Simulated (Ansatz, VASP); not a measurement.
One calculation of Cu, two programs

```
Cu
1.0
     3.61500    0.00000    0.00000
     0.00000    1.80750   -1.80750
     0.00000    7.40678    7.40678
Cu
8
Direct
  0.00000 0.00000 0.91512
  0.50000 0.50000 0.06101
  0.00000 0.00000 0.18302
  0.50000 0.50000 0.30504
  0.00000 0.00000 0.42706
  0.50000 0.50000 0.54907
  0.00000 0.00000 0.67109
  0.50000 0.50000 0.79311
```

Alike in both runs: task single point; functional PBE; k mesh 13 × 18 × 5; occupations gaussian, width 0.15 eV; no spin polarisation.

|  | VASP | Ansatz |
| --- | --- | --- |
| version | VASP 6.6.1 | Ansatz 0.2.0 |
| potentials or method | VASP PAW PBE potentials, release 64 (Cu), cutoff 520 eV | scalar-relativistic, plane waves, PAW |
| valence electrons in the cell | 88 | 152 |

Ansatz gave:

* gap on the k mesh at the Fermi level (eV): none
* pressure (GPa): -0.9
* traceless stress, the component that is largest in VASP (GPa): -1.44
* rms of the force components (eV/Å): 0.193

Problem. Which values does VASP return?

Solution. gap on the k mesh at the Fermi level (eV): none; pressure (GPa): -0.3; traceless stress, the component that is largest in VASP (GPa): -1.45; rms of the force components (eV/Å): 0.193.

Atom by atom the forces differ by 0.000 eV/Å (rms over components). A gap of «none» marks a metal or a gap that the smearing closes. VASP's potentials hold 88 valence electrons a cell and Ansatz's 152, so a difference there can come from the potentials and not from the codes.
